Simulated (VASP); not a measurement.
BN, 4 atoms in the cell. It takes space group P3m1 (No. 156, trigonal). Conventional cell: a = 2.498 Å, b = 2.498 Å, c = 6.735 Å, α = 90.00°, β = 90.00°, γ = 120.00°. Within 1.9 Å of N (site symmetry 3m) lie 3 B at 1.44 Å. N (site symmetry 3m) has 3 B at 1.44 Å within 1.9 Å. Within 1.9 Å of B (site symmetry 3m) lie 3 N at 1.44 Å. Within 1.9 Å of B (site symmetry 3m) lie 3 N at 1.44 Å.  This cell differs from its parent crystal: last atom moved by 0.05 Å along z, cell strained by +1.5% along z.

| Property | Result |
| --- | --- |
| Program | VASP 6.6.1 |
| Task | single point |
| Functional | rSCAN |
| Potentials or basis | VASP PAW PBE potentials, release 64 (N, B) |
| Cutoff | 520 eV |
| k mesh | 10 × 10 × 4 |
| Occupations | gaussian, width 0.03 eV |
| Spin | no spin polarisation |
| Tolerance level | tight |
| Purpose | energy |
| Further INCAR settings | ADDGRID = False; ALGO = Normal; EDIFF = 1e-06; NBANDS = 20 |

Potentials or basis: VASP PAW PBE potentials, release 64 (N, B).

Launch:

```bash
$ cat potpaw_PBE.64/N/POTCAR potpaw_PBE.64/B/POTCAR > POTCAR
$ mpirun -np 2 vasp_std > vasp.out
```

Hardware: 2 MPI ranks on Intel(R) Xeon(R) Platinum 8488C (Sapphire Rapids) (shared host).

Question: Estimate the wall time of this run.

Answer: Run time: 67 s on 2 MPI ranks on Intel(R) Xeon(R) Platinum 8488C (Sapphire Rapids), on a shared host, peak memory 0.15 GiB a rank. Counts: scf iterations 19, k points 50.
